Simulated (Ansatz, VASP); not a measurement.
## Zn in VASP and in Ansatz

```
Zn
1.0
    -1.56605    1.56605    1.56605
     1.56605   -1.56605    1.56605
     1.56605    1.56605   -1.56605
Zn
1
Direct
  0.00000 0.00000 0.00000
```

Alike in both runs: task relaxation of cell and atoms; functional PBE; k mesh 18 × 18 × 18; occupations fermi-dirac, width 0.05 eV; no spin polarisation.

|  | VASP | Ansatz |
| --- | --- | --- |
| version | VASP 6.6.1 | Ansatz 0.2.0 |
| potentials or method | VASP PAW PBE potentials, release 64 (Zn), cutoff 600 eV | all-electron LAPW, scalar-relativistic |

Ansatz gave:

* relaxed volume (Å³/atom): 15.36
* relaxed cell length with the largest relative difference (Å): 2.712

**Question.** Which values does VASP return?

**Answer.** Relaxed volume (Å³/atom): 15.42; relaxed cell length with the largest relative difference (Å): 2.716.

Ansatz ran all-electron here, and VASP with PAW potentials.
